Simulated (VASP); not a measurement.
Wanted: the native input for a VASP 6.6.1 run.

| Item | Value |
| --- | --- |
| Task | single point |
| Functional | PBEsol |
| Potentials or basis | VASP PAW PBE potentials, release 64 (Ga_d, Sb) |
| Cutoff | 520 eV |
| k mesh | 11 × 11 × 11 |
| Occupations | fermi-dirac, width 0.05 eV |
| Spin | no spin polarisation |
| Dipole correction | no |
| Further INCAR settings | ALGO = Normal; EDIFF = 1e-07; NBANDS = 16 |

The structure of GaSb (zincblende type) lies in POSCAR:

```
GaSb
1.0
    0.0000000000      2.5035561580      2.5035561580
    2.5035561580      0.0000000000      2.5035561580
    2.5035561580      2.5035561580      0.0000000000
Ga Sb
1 1
Direct
    0.0000000000      0.0000000000      0.0000000000
    0.2500000000      0.2500000000      0.2500000000
```

One way to write it, as run:

INCAR

```
ALGO     = Normal         # electronic algorithm
EDIFF    = 1E-7           # SCF threshold, eV
ENCUT    = 520            # plane-wave cutoff, eV
GGA      = PS             # functional
ISIF     = 2              # what is computed and relaxed
ISMEAR   = -1             # smearing method
LASPH    = T              # aspherical terms in the spheres
LCHARG   = F              # write CHGCAR
LREAL    = F              # projectors in reciprocal space
LWAVE    = F              # write WAVECAR
NBANDS   = 16             # bands
NELM     = 100            # most SCF steps
PREC     = Accurate       # precision mode
SIGMA    = 0.05           # smearing width, eV
```

KPOINTS

```
k-points
0
Gamma
  11 11 11
```

Potentials or basis: VASP PAW PBE potentials, release 64 (Ga_d, Sb).

Command:

```bash
$ cat potpaw_PBE.64/Ga_d/POTCAR potpaw_PBE.64/Sb/POTCAR > POTCAR
$ mpirun -np 1 vasp_std > vasp.out
```

Results of the run:

| Quantity | Value |
| --- | --- |
| Pressure | 121.2 GPa |
| Band gap on the k mesh | zero (bands 9 and 10 overlap by 0.82 eV) |

Caveat: the cell stands under pressure; the PAW data sets were made with another functional, which shifts forces and pressure a little; spin-orbit coupling is left out, which moves the levels of the heavy elements.

Run time: 59 s on 1 thread of AMD EPYC 7R13, with other jobs on the host, peak memory 0.15 GiB.
